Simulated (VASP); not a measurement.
Wanted: the native input for a VASP 6.6.1 run.

| Item | Value |
| --- | --- |
| Task | single point |
| Functional | r2SCAN |
| Potentials or basis | VASP PAW PBE potentials, release 64 (C) |
| Cutoff | 520 eV |
| k mesh | 12 × 12 × 12 |
| Occupations | gaussian, width 0.01 eV |
| Spin | no spin polarisation |
| Dipole correction | no |
| Further INCAR settings | ALGO = Normal; EDIFF = 1e-06; NBANDS = 11 |

C:

```
CELL_PARAMETERS angstrom
0.00000 1.78012 1.70928
1.78012 0.00000 1.70928
1.78012 1.78012 0.00000
ATOMIC_POSITIONS crystal
C 0.00000 0.00000 0.00000
C 0.25000 0.25000 0.25000
```

This cell differs from its parent crystal: uniaxial z strain -4.0%.

These files were run (other wordings do the same):

POSCAR

```
C
1.0
    0.0000000000      1.7801241426      1.7092752017
    1.7801241426      0.0000000000      1.7092752017
    1.7801241426      1.7801241426      0.0000000000
C
2
Direct
    0.0000000000      0.0000000000      0.0000000000
    0.2500000000      0.2500000000      0.2500000000
```

INCAR.step1

```
SYSTEM = C
PREC = Accurate
ENCUT = 520
ISMEAR = 0
SIGMA = 0.01
LREAL = .FALSE.
LASPH = .TRUE.
NELM = 80
NBANDS = 11
GGA = PE
ALGO = Normal
EDIFF = 1E-4
LWAVE = .TRUE.
LCHARG = .FALSE.
```

INCAR.step2

```
SYSTEM = C
PREC = Accurate
ENCUT = 520
EDIFF = 1E-6
ISMEAR = 0
SIGMA = 0.01
LREAL = .FALSE.
LASPH = .TRUE.
NELM = 80
ALGO = Normal
ISIF = 2
LWAVE = .FALSE.
LCHARG = .TRUE.
METAGGA = R2SCAN
LMIXTAU = .TRUE.
LELF = .TRUE.
LVHAR = .TRUE.
NBANDS = 11
ISTART = 1
```

KPOINTS

```
Automatic mesh
0
G
  12 12 12
  0 0 0
```

Potentials or basis: VASP PAW PBE potentials, release 64 (C).

Launch:

```bash
$ cat potpaw_PBE.64/C/POTCAR > POTCAR
$ cp INCAR.step1 INCAR
$ mpirun -np 1 vasp_std > vasp.out
$ cp INCAR.step2 INCAR
$ mpirun -np 1 vasp_std > vasp.out
```

Results of the run:

```yaml
Pressure: 21.1 GPa
Band_gap_on_the_k_mesh: 3.36 eV, indirect (least direct gap 5.19 eV)
```

Caveat: the cell differs from its parent crystal (uniaxial z strain -4.0%); the PAW data sets were made with another functional, which shifts forces and pressure a little.

It took 36 s on 1 thread of Intel(R) Xeon(R) Platinum 8488C (Sapphire Rapids) (shared host), peak memory 0.12 GiB.
